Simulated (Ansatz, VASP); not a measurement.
# Two plane-wave programs on Mo

INCAR

```
PREC = Accurate ; ENCUT = 520
EDIFF = 1E-6 ; ISMEAR = 0
SIGMA = 0.15 ; LREAL = F
LASPH = T ; NELM = 60
ALGO = Fast ; ISIF = 2
LWAVE = F ; LCHARG = F
NBANDS = 13
```

The input KPOINTS:

```
Automatic mesh
0
Gamma
  22 22 22
```

Contents of POSCAR:

```
Mo
1.0
   -0.7365221460      1.7337852361      1.7337852361
    1.7337852361     -0.7365221460      1.7337852361
    1.7337852361      1.7337852361     -0.7365221460
Mo
1
Direct
    0.0000000000      0.0000000000      0.0000000000
```

Input for Ansatz:

```yaml
crystal:
  lattice:
    - [-0.736522146, 1.7337852361, 1.7337852361]
    - [1.7337852361, -0.736522146, 1.7337852361]
    - [1.7337852361, 1.7337852361, -0.736522146]
  atoms:
    - { symbol: Mo, position: [0.0, 0.0, 0.0] }
basis:
  ecutwfc: 420
kpoints:
  mp_grid: { grid: [22, 22, 22] }
hamiltonian:
  xc: lda
  pseudopotentials: { kind: paw, azcp: { folder: soft_1 } }
scf:
  occupations: { method: gaussian, width: 0.15 }
output:
  forces: true
  stress: true
  eigenvalues: true
```

Alike in both runs: task single point; functional LDA; k mesh 22 × 22 × 22; occupations gaussian, width 0.15 eV; no spin polarisation.

```csv
,VASP,Ansatz
version,VASP 6.6.1,Ansatz 0.2.0
potentials or method,"VASP PAW LDA potentials, release 64 (Mo_sv), cutoff 520 eV","scalar-relativistic, plane waves, PAW"
valence electrons in the cell,14,14
```

|  | VASP | Ansatz | Ansatz less VASP |
| --- | --- | --- | --- |
| gap on the k mesh at the Fermi level (eV) | none | none | - |
| pressure (GPa) | -0.7 | -1.6 | -0.90 |
| traceless stress, the component that is largest in VASP (GPa) | 6.42 | 6.38 | -0.033 |

Ansatz warns that its potentials were made for another functional, while VASP's fit it. LDA's correlation is that of Perdew and Zunger in VASP and of Perdew and Wang (1992) in Ansatz. A gap of «none» marks a metal or a gap that the smearing closes.
